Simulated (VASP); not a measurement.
# K: single point with PBEsol

K:

```
K
1.0
     7.36558    0.00000    0.00000
    -3.68279    6.37878    0.00000
     0.00000    0.00000    4.37953
K
3
Direct
  0.00000 0.00000 0.00000
  0.33333 0.66667 0.50000
  0.66667 0.33333 0.50000
```

This isn't the form of K at room conditions, which is bcc.

```yaml
Program: VASP 6.6.1
Task: single point
Functional: PBEsol
Potentials_or_basis: VASP PAW PBE potentials, release 64 (K_sv)
Cutoff: 520 eV
k_mesh: 6 × 6 × 8
Occupations: fermi-dirac, width 0.1 eV
Spin: no spin polarisation
Dipole_correction: no
Further_INCAR_settings: ALGO = Normal; EDIFF = 1e-07; NBANDS = 20
```

The pressure is 0.2 GPa and the band gap on the k mesh is zero (an odd number of electrons rules out a gap without spin polarisation).

Levels at points of the mesh, in eV from the Fermi level:
| k point | band 9 | band 10 | band 11 | band 12 | band 13 | band 14 | band 15 | band 16 | band 17 | band 18 |
| --- | --- | --- | --- | --- | --- | --- | --- | --- | --- | --- |
| (0.00, 0.00, 0.00) | -15.50 | -15.44 | -15.44 | -15.41 | -2.26 | 1.16 | 1.16 | 1.17 | 1.17 | 1.49 |
| (0.50, 0.00, 0.00) | -15.50 | -15.44 | -15.44 | -15.42 | -1.23 | -1.23 | 0.40 | 0.67 | 2.71 | 2.85 |
| (0.00, 0.00, 0.50) | -15.51 | -15.49 | -15.43 | -15.43 | -0.24 | -0.13 | 1.76 | 1.76 | 1.89 | 1.89 |
| (0.50, 0.00, 0.50) | -15.50 | -15.48 | -15.43 | -15.43 | 0.50 | 0.56 | 0.69 | 0.76 | 1.53 | 1.89 |

It took 93 s on 1 thread of Intel(R) Xeon(R) Platinum 8488C (Sapphire Rapids) (shared host), peak memory 0.36 GiB.

Caveat: the PAW data sets were made with another functional, which shifts forces and pressure a little.
